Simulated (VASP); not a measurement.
# WC (Fm-3m) in VASP: further runs

Aim: see how the results for WC move with the level of theory and the settings. Levels: LDA, LDA+U. Tasks: density of states.

Everything below comes from runs of VASP 6.6.1. Logs are shortened: lines on timing, memory, paths and dates and some standing lists are left out, and cuts for length are marked.

## (1) The cell of the first run

It takes space group Fm-3m (No. 225, cubic). The conventional cell has a = 4.385 Å, b = 4.385 Å, c = 4.385 Å, α = 90.00°, β = 90.00°, γ = 90.00°. Within 2.9 Å of W (site symmetry m-3m) lie 6 C at 2.19 Å. Within 2.9 Å of C (site symmetry m-3m) lie 6 W at 2.19 Å.

## (2) Density of states, LDA

POSCAR

```
WC
1.0
    0.0000000000      2.1926840000      2.1926840000
    2.1926840000      0.0000000000      2.1926840000
    2.1926840000      2.1926840000      0.0000000000
W C
1 1
Direct
    0.0000000000      0.0000000000      0.0000000000
    0.5000000000      0.5000000000      0.5000000000
```

INCAR.step1

```
SYSTEM = WC
PREC     = Accurate       ! precision mode
ENCUT    = 520            ! plane-wave cutoff, eV
EDIFF    = 1E-7           ! SCF threshold, eV
ISMEAR   = -1             ! smearing method
SIGMA    = 0.05           ! smearing width, eV
LREAL    = .FALSE.        ! projectors in reciprocal space
LASPH    = .TRUE.         ! aspherical terms in the spheres
NELM     = 60             ! most SCF steps
ALGO     = Normal         ! electronic algorithm
ISIF     = 2              ! what is computed and relaxed
LWAVE    = .FALSE.        ! write WAVECAR
LCHARG   = .TRUE.         ! write CHGCAR
LMAXMIX  = 4              ! l up to which the mixer works
GGA      = CA             ! functional
NBANDS   = 16             ! bands
```

KPOINTS.step1

```
regular mesh
0
G
  10 10 10
  0 0 0
```

INCAR.step2

```
SYSTEM = WC
PREC     = Accurate       ! precision mode
ENCUT    = 520            ! plane-wave cutoff, eV
EDIFF    = 1E-7           ! SCF threshold, eV
ISMEAR   = -5             ! smearing method
SIGMA    = 0.05           ! smearing width, eV
LREAL    = .FALSE.        ! projectors in reciprocal space
LASPH    = .TRUE.         ! aspherical terms in the spheres
NELM     = 60             ! most SCF steps
ALGO     = Normal         ! electronic algorithm
ISIF     = 2              ! what is computed and relaxed
LWAVE    = .FALSE.        ! write WAVECAR
LCHARG   = .FALSE.        ! write CHGCAR
LMAXMIX  = 4              ! l up to which the mixer works
GGA      = CA             ! functional
LORBIT   = 11             ! projections on sites
NEDOS    = 1001           ! points of the DOS
ICHARG   = 11             ! starting density
```

KPOINTS.step2

```
regular mesh
0
G
  15 15 15
  0 0 0
```

Potentials or basis: VASP PAW LDA potentials, release 64 (W_sv, C).

Run with:

```sh
cat potpaw_LDA.64/W_sv/POTCAR potpaw_LDA.64/C/POTCAR > POTCAR
cp INCAR.step1 INCAR
cp KPOINTS.step1 KPOINTS
mpirun -np 1 vasp_std > vasp.out
cp INCAR.step2 INCAR
cp KPOINTS.step2 KPOINTS
mpirun -np 1 vasp_std > vasp.out
```

OUTCAR:

```text
SYSTEM = WC
   PREC = Accurate
   ENCUT = 520
   EDIFF = 1E-7
   ISMEAR = -5
   LREAL = .FALSE.
   LASPH = .TRUE.
   NELM = 60
   ISIF = 2
   GGA = CA
   LORBIT = 11
   ICHARG = 11

 ion  position               nearest neighbor table
   1  0.000  0.000  0.000-   2 2.19   2 2.19   2 2.19   2 2.19   2 2.19   2 2.19
   2  0.500  0.500  0.500-   1 2.19   1 2.19   1 2.19   1 2.19   1 2.19   1 2.19

  LATTYP: Found a face centered cubic cell.
 ALAT       =     4.3853680000

  Lattice vectors:

 A1 = (   0.0000000000,   2.1926840000,   2.1926840000)
 A2 = (   2.1926840000,   0.0000000000,   2.1926840000)
 A3 = (   2.1926840000,   2.1926840000,   0.0000000000)

Analysis of symmetry for initial positions (statically):
=====================================================================
 Subroutine PRICEL returns:
 Original cell was already a primitive cell.

 Routine SETGRP: Setting up the symmetry group for a
 face centered cubic supercell.

 Subroutine GETGRP returns: Found 48 space group operations
 (whereof 48 operations were pure point group operations)
 out of a pool of 48 trial point group operations.

The static configuration has the point symmetry O_h .

Analysis of symmetry for dynamics (positions and initial velocities):
=====================================================================
 Subroutine PRICEL returns:
 Original cell was already a primitive cell.

 Routine SETGRP: Setting up the symmetry group for a
 face centered cubic supercell.

 Subroutine GETGRP returns: Found 48 space group operations
 (whereof 48 operations were pure point group operations)
 out of a pool of 48 trial point group operations.

The dynamic configuration has the point symmetry O_h .

 Subroutine INISYM returns: Found 48 space group operations
 (whereof 48 operations are pure point group operations),
 and found     1 'primitive' translations

----------------------------------------------------------------------------------------

                                     Primitive cell

  volume of cell :      21.0842

  direct lattice vectors                    reciprocal lattice vectors
     0.000000000  2.192684000  2.192684000    -0.228031034  0.228031034  0.228031034
     2.192684000  0.000000000  2.192684000     0.228031034 -0.228031034  0.228031034
     2.192684000  2.192684000  0.000000000     0.228031034  0.228031034 -0.228031034

  length of vectors
     3.100923451  3.100923451  3.100923451     0.394961337  0.394961337  0.394961337

  position of ions in fractional coordinates (direct lattice)
     0.000000000  0.000000000  0.000000000
     0.500000000  0.500000000  0.500000000

  ion indices of the primitive-cell ions
   primitive index   ion index
                 1           1
                 2           2

----------------------------------------------------------------------------------------

 KPOINTS: regular mesh

Automatic generation of k-mesh.
 Grid dimensions read from file:
 generate k-points for:   15   15   15

 Generating k-lattice:

  Cartesian coordinates                     Fractional coordinates (reciprocal lattice)
    -0.015202069  0.015202069  0.015202069     0.066666667  0.000000000  0.000000000
     0.015202069 -0.015202069  0.015202069     0.000000000  0.066666667  0.000000000
     0.015202069  0.015202069 -0.015202069     0.000000000  0.000000000  0.066666667

  Length of vectors
     0.026330756  0.026330756  0.026330756

  Shift w.r.t. Gamma in fractional coordinates (k-lattice)
     0.000000000  0.000000000  0.000000000

 TETIRR: Found    484 inequivalent tetrahedra from    20250

 Subroutine IBZKPT returns following result:
 ===========================================

 Found    120 irreducible k-points:

 Following reciprocal coordinates:
            Coordinates               Weight
  0.000000  0.000000  0.000000      1.000000
  0.066667  0.000000  0.000000      8.000000
  0.133333  0.000000  0.000000      8.000000
  0.200000  0.000000  0.000000      8.000000
  0.266667  0.000000  0.000000      8.000000
  0.333333  0.000000  0.000000      8.000000
[... 16 lines left out ...]
  0.133333  0.133333  0.000000      6.000000
  0.200000  0.133333  0.000000     24.000000
 [... further k-points ...]
   k-points           NKPTS =    120   k-points in BZ     NKDIM =    120   number of bands    NBANDS=     13
   number of dos      NEDOS =   1001   number of ions     NIONS =      2
   total plane-waves  NPLWV =  13824
   dimension x,y,z NGX =    24 NGY =   24 NGZ =   24
   dimension x,y,z NGXF=    48 NGYF=   48 NGZF=   48
   ions per type =               1   1
   NGX,Y,Z   is equivalent  to a cutoff of  12.87, 12.87, 12.87 a.u.
   NGXF,Y,Z  is equivalent  to a cutoff of  25.73, 25.73, 25.73 a.u.
 SYSTEM =  WC
   PREC   = accura    normal or accurate (medium, high low for compatibility)
   ISTART =      0    job   : 0-new  1-cont  2-samecut
   ICHARG =     11    charge: 1-file 2-atom 10-const
   ISPIN  =      1    spin polarized calculation?
   LNONCOLLINEAR =      F non collinear calculations
   LSORBIT =      F    spin-orbit coupling
   LASPH  =      T    aspherical Exc in radial PAW
   ENCUT  =  520.0 eV  38.22 Ry    6.18 a.u.   5.77  5.77  5.77*2*pi/ulx,y,z
   NELM   =     60;   NELMIN=  2; NELMDL=  0     # of ELM steps
   EDIFF  = 0.1E-06   stopping-criterion for ELM
   LREAL  =      F    real-space projection
   EDIFFG = 0.1E-05   stopping-criterion for IOM
   NSW    =      0    number of steps for IOM
   IBRION =     -1    ionic relax: 0-MD 1-quasi-New 2-CG
   NFREE  =      0    steps in history (QN), initial steepest desc. (CG)
   ISIF   =      2    stress and relaxation
   ISYM   =      2    0-nonsym 1-usesym 2-fastsym
   POTIM  = 0.5000    time-step for ionic-motion
   TEBEG  =    0.0;   TEEND  =   0.0 temperature during run
   PSTRESS=    0.0 pullay stress
   NELECT =      18.0000    total number of electrons
   NUPDOWN=      -1.0000    fix difference up-down
   EMIN   =  10.00;   EMAX   =-10.00  energy-range for DOS
   EFERMI =   0.00;   METHOD = LEGACY
   ISMEAR =    -5;   SIGMA  =   0.05  broadening in eV -4-tet -1-fermi 0-gaus
   EFERMI_NEDOS =   21; number of points for ismear=-14 and -15
   IALGO  =     38    algorithm
   IMIX   =      4    mixing-type and parameters
     AMIX     =   0.40;   BMIX     =  1.00
     AMIX_MAG =   1.60;   BMIX_MAG =  1.00
  volume/ion in A,a.u.               =      10.54        71.14
  Fermi-wavevector in a.u.,A,eV,Ry     =   1.553029  2.934800 32.815887  2.411900
  Thomas-Fermi vector in A             =   2.657319
   LORBIT       =     11    0 simple, 1 ext, 2 COOP (PROOUT), +10 PAW based schemes
   GGA     = CA    functional components
   LHFCALC =     F    Hartree Fock is set to
   AEXX    =    0.0000 exact exchange contribution
   IVDW    =     0    specifies the selected vdW correction
   LEPSILON=     F    determine dielectric tensor
   LRPA    =     F    only Hartree local field effects (RPA)
 non-spin polarized calculation
 Fermi weights with tetrahedron method with Bloechl corrections
  energy-cutoff  :      520.00
  volume of cell :       21.08
 maximum number of plane-waves:       578

 number of electron      18.0000001 magnetization

 Free energy of the ion-electron system (eV)
  ---------------------------------------------------
  ext. energy  EPLUGINS =         0.00000000
  ---------------------------------------------------
  free energy    TOTEN  =       -23.77631736 eV

  energy without entropy =      -23.77631736  energy(sigma->0) =      -23.77631736

 E-fermi :  12.2408     XC(G=0): -13.8946

 val. band max:       12.2670293586   @ k =  -0.3333   0.3333   0.1333
 cond. band min:      12.1313100542   @ k =   0.3333   0.0000   0.0000
 fundamental gap:     -0.1357193045
 Fermi energy:        12.2408236724

 k-point     1 :       0.0000    0.0000    0.0000
  band No.  band energies     occupation
      1     -62.6731      2.00000
      2     -26.9251      2.00000
      3     -26.9251      2.00000
      4     -26.9251      2.00000
      5      -3.3318      2.00000
      6       9.5259      2.00000
      7       9.5259      2.00000
      8       9.5259      2.00000
      9      11.2565      2.00000
     10      11.2565      2.00000
     11      11.2565      2.00000
     12      11.3039      2.49864
     13      11.3039      1.62926

 k-point     2 :       0.0667    0.0000    0.0000
  band No.  band energies     occupation
      1     -62.6715      2.00000
      2     -26.9522      2.00000
      3     -26.9280      2.00000
      4     -26.9280      2.00000
      5      -3.2060      2.00000
      6       9.0811      2.00000
      7       9.4158      2.00000
      8       9.4158      2.00000
      9      10.2556      2.00000
     10      10.2556      2.00000
     11      11.4522      2.00000
     12      12.6589      0.15864
     13      12.6589      0.05212

 k-point     3 :       0.1333    0.0000    0.0000
  band No.  band energies     occupation
      1     -62.6669      2.00000
      2     -27.0279      2.00000
      3     -26.9362      2.00000
      4     -26.9362      2.00000
      5      -2.8384      2.00000
      6       8.1262      2.00000
      7       8.6239      2.00000
      8       8.6239      2.00000
      9      10.2534      2.00000
     10      10.2534      2.00000
     11      11.7637      2.11622
     12      14.1701      0.00000
     13      14.1701      0.00000

 k-point     4 :       0.2000    0.0000    0.0000
  band No.  band energies     occupation
      1     -62.6600      2.00000
      2     -27.1377      2.00000
      3     -26.9483      2.00000
      4     -26.9483      2.00000
      5      -2.2574      2.00000
      6       7.0059      2.00000
      7       7.7094      2.00000
      8       7.7094      2.00000
      9      10.7295      2.00000
     10      10.7295      2.00000
     11      12.0723      1.35068
     12      15.7509      0.00000
     13      15.7509      0.00000

 k-point     5 :       0.2667    0.0000    0.0000
  band No.  band energies     occupation
      1     -62.6522      2.00000
      2     -27.2615      2.00000
      3     -26.9620      2.00000
      4     -26.9620      2.00000
      5      -1.5061      2.00000
      6       5.8541      2.00000
      7       6.9394      2.00000
      8       6.9394      2.00000
      9      11.3898      2.00000
     10      11.3898      2.05972
     11      12.4584      0.00378
     12      17.3349      0.00000
     13      17.3349      0.00000
[... 257 lines left out ...]
 k-point    22 :      -0.0667    0.0667    0.0000
  band No.  band energies     occupation
      1     -62.6689      2.00000
      2     -26.9891      2.00000
      3     -26.9439      2.00000
      4     -26.9278      2.00000
      5      -3.0009      2.00000
      6       8.6820      2.00000
      7       8.7547      2.00000
      8       9.0019      2.00000
      9       9.7086      2.00000
     10      10.7047      2.00000
     11      11.9107      2.08268
     12      12.7765     -0.00486
     13      14.0636      0.00000

 k-point    23 :       0.1333    0.1333    0.0000
  band No.  band energies     occupation
      1     -62.6648      2.00000
      2     -27.0204      2.00000
      3     -26.9606      2.00000
      4     -26.9606      2.00000
      5      -2.6984      2.00000
      6       7.4107      2.00000
      7       8.8603      2.00000
      8       9.0160      2.00000
      9       9.0160      2.00000
     10      11.5635      2.00000
     11      12.5814      0.10513
     12      12.5814      0.02171
     13      15.0488      0.00000

 k-point    24 :       0.2000    0.1333    0.0000
  band No.  band energies     occupation
      1     -62.6597      2.00000
      2     -27.0917      2.00000
      3     -26.9781      2.00000
      4     -26.9717      2.00000
      5      -2.3032      2.00000
      6       6.5877      2.00000
      7       8.1348      2.00000
      8       8.6795      2.00000
      9       9.3409      2.00000
     10      11.6011      2.00000
     11      12.9643     -0.03841
     12      13.5877      0.00000
     13      16.0162      0.00000

 [... further k-points ...]
[... 5 lines left out ...]
  --------------------------------------------------------------------------------------
  -------------------------------------------------------------------------------------
  Total       -1.8931298     -1.8931298     -1.8931298     -0.0000000      0.0000000      0.0000000
  in kB     -143.8576062   -143.8576062   -143.8576062     -0.0000000      0.0000000      0.0000000
  external PRESSURE =    -143.8576062 kB  Pullay stress =       0.0000000 kB

 VOLUME and BASIS-vectors are now :
 -----------------------------------------------------------------------------
  energy-cutoff  :      520.00
  volume of cell :       21.08
      direct lattice vectors                 reciprocal lattice vectors
     0.000000000  2.192684000  2.192684000    -0.228031034  0.228031034  0.228031034
     2.192684000  0.000000000  2.192684000     0.228031034 -0.228031034  0.228031034
     2.192684000  2.192684000  0.000000000     0.228031034  0.228031034 -0.228031034

 POSITION                                       TOTAL-FORCE (eV/Angst)
 -----------------------------------------------------------------------------------
      0.00000      0.00000      0.00000         0.000000      0.000000      0.000000
      2.19268      2.19268      2.19268        -0.000000     -0.000000     -0.000000
 -----------------------------------------------------------------------------------
    total drift:                                0.000000     -0.000000     -0.000000

  FREE ENERGIE OF THE ION-ELECTRON SYSTEM (eV)
  ---------------------------------------------------
  free  energy   TOTEN  =       -23.7763173551 eV

  energy  without entropy=      -23.7763173551  energy(sigma->0) =      -23.77631736

 total charge

# of ion       s       p       d       tot
------------------------------------------
    1        2.309   6.358   3.421  12.088
    2        0.848   1.581   0.000   2.429
--------------------------------------------------
tot          3.157   7.940   3.421  14.517
```

Wall time 12 s (1 thread of Intel Xeon 6975P-C (Granite Rapids), shared host); peak memory 0.15 GiB.

What came out:

| Item | Value |
| --- | --- |
| Valence electrons inside the program's atomic spheres | W 12.09; C 2.43 |

Caveat: the bands computed are all filled at some k points, so no gap is given; spin-orbit coupling is left out, which moves the levels of the heavy elements.

## (3) Density of states, LDA+U

POSCAR is that of step 2.

INCAR.step1

```
  PREC = Accurate
  ENCUT = 520
  EDIFF = 1E-6
  ISMEAR = -1
  SIGMA = 0.05
  LREAL = False
  LASPH = True
  NELM = 150
  ALGO = Normal
  ISIF = 2
  LWAVE = False
  LCHARG = True
  LMAXMIX = 4
  LDAU = True
  LDAUTYPE = 2
  LDAUL = 2 -1
  LDAUU = 1 0
  LDAUJ = 0 0
  LDAUPRINT = 1
  GGA = CA
  NBANDS = 16
```

KPOINTS.step1

```
regular mesh
0
Gamma
  10 10 10
```

INCAR.step2

```
  PREC = Accurate
  ENCUT = 520
  EDIFF = 1E-6
  ISMEAR = -5
  SIGMA = 0.05
  LREAL = False
  LASPH = True
  NELM = 150
  ALGO = Normal
  ISIF = 2
  LWAVE = False
  LCHARG = False
  LMAXMIX = 4
  LDAU = True
  LDAUTYPE = 2
  LDAUL = 2 -1
  LDAUU = 1 0
  LDAUJ = 0 0
  LDAUPRINT = 1
  GGA = CA
  LORBIT = 10
  NEDOS = 1001
  ICHARG = 11
```

KPOINTS.step2

```
regular mesh
0
Gamma
  15 15 15
```

Potentials or basis: VASP PAW LDA potentials, release 64 (W_sv, C).

Run with:

```sh
cat potpaw_LDA.64/W_sv/POTCAR potpaw_LDA.64/C/POTCAR > POTCAR
cp INCAR.step1 INCAR
cp KPOINTS.step1 KPOINTS
mpirun -np 1 vasp_std > vasp.out
cp INCAR.step2 INCAR
cp KPOINTS.step2 KPOINTS
mpirun -np 1 vasp_std > vasp.out
```

It took 11 s on 1 thread of Intel Xeon 6975P-C (Granite Rapids), shared host; peak memory 0.15 GiB.

Results (log left out):

| Quantity | Value |
| --- | --- |
| Valence electrons inside the program's atomic spheres | W 12.07; C 2.43 |

Levels at points of the mesh, in eV from the Fermi level:
```
           k point  band 5  band 6  band 7  band 8  band 9  band 10  band 11  band 12  band 13
(0.00, 0.00, 0.00)  -15.64   -2.70   -2.70   -2.70   -1.03    -1.03    -1.03    -0.92    -0.92
```

Eigenvalues of the final occupation matrices:
```
    site  spin  trace               eigenvalues
site 1 d     1   1.73  0.34 0.34 0.34 0.35 0.35
site 1 d     2   1.73  0.34 0.34 0.34 0.35 0.35
```

Caveat: the bands computed are all filled at some k points, so no gap is given; spin-orbit coupling is left out, which moves the levels of the heavy elements; the U is typed as a test and isn't derived for this compound.

(Part 1 of 2 ends here.)
